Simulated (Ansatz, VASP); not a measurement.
## Li3Si2N3 in VASP and in Ansatz

```
CELL_PARAMETERS angstrom
4.28734 -2.60286 0.31229
-4.28676 -2.60450 -0.31248
-0.61669 0.00152 -8.21673
ATOMIC_POSITIONS crystal
Li 0.27685 0.92598 0.80317
Li 0.69875 0.71829 0.96209
Li 0.03661 0.25583 0.75694
Li 0.07285 0.72347 0.30311
Li 0.28222 0.30163 0.46187
Li 0.74398 0.96522 0.25695
Si 0.11941 0.43029 0.07975
Si 0.41045 0.16032 0.09454
Si 0.56998 0.88028 0.57971
Si 0.83985 0.58892 0.59490
N 0.78297 0.41303 0.12067
N 0.38354 0.81231 0.06997
N 0.18621 0.17843 0.23266
N 0.18784 0.61603 0.57017
N 0.58685 0.21656 0.62070
N 0.82163 0.81339 0.73281
```

Change from the starting cell: cell x1, atoms moved at random (sigma 0.05 Å) and cell strained at random (1.5 %), then relaxed without symmetry.

Alike in both runs: functional PBE; k mesh 4 × 4 × 2; occupations gaussian, width 0.1 eV; no spin polarisation.

Ansatz relaxed the structure, and its values are those at the end. VASP's run is a single point on that final structure, the one shown.

```csv
,VASP,Ansatz
version,VASP 6.6.1,Ansatz 0.2.0
potentials or method,"VASP PAW PBE potentials, release 64 (Li_sv, Si, N), cutoff 520 eV","scalar-relativistic, plane waves, PAW"
valence electrons in the cell,64,64
```

```csv
,VASP,Ansatz,Ansatz less VASP
gap on the k mesh at the Fermi level (eV),1.24,1.24,0.000
least direct gap on the mesh (eV),1.45,1.45,0.000
rms of the force components (eV/Å),0.009,0.004,-0.0049
```

Noted on VASP's run: the cutoff is short for stress, so the pressure is rough.
